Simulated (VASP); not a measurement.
A run of VASP 6.6.1 is set up as follows.

The input INCAR:

```
SYSTEM = Cs3Ta
ALGO = Normal ; EDIFF = 1E-6
ENCUT = 520 ; GGA = PE
ISIF = 2 ; ISMEAR = 0
LASPH = .True. ; LCHARG = .False.
LREAL = .False. ; LWAVE = .False.
NBANDS = 27 ; NELM = 80
PREC = Accurate ; SIGMA = 0.1
```

Contents of KPOINTS:

```
k-points
0
Gamma
  4 4 4
  0 0 0
```

File POSCAR:

```
Cs3Ta
1.0
    5.2876245403      0.0000000000      0.0000000000
    0.0000000000      5.2876245403      0.0000000000
    0.0000000000      0.0000000000      5.2332751402
Cs Ta
3 1
Direct
    0.0000000000      0.5000000000      0.5000000000
    0.5000000000      0.0000000000      0.5000000000
    0.5000000000      0.5000000000      0.0000000000
    0.0000000000      0.0000000000      0.0000000000
```

Potentials or basis: VASP PAW PBE potentials, release 64 (Cs_sv, Ta_pv).

Launch:

```console
$ cat potpaw_PBE.64/Cs_sv/POTCAR potpaw_PBE.64/Ta_pv/POTCAR > POTCAR
$ mpirun -np 1 vasp_std > vasp.out
```

What does it give for the band gap on the k mesh?

Zero (bands 19 and 20 overlap by 1.28 eV).

What does it give for the pressure?

3.5 GPa.

Stress tensor (GPa, compression positive):
```
3.50 0.00 0.00
0.00 3.50 0.00
0.00 0.00 3.58
```

Caveat: the cell stands under pressure; spin-orbit coupling is left out, which moves the levels of the heavy elements.
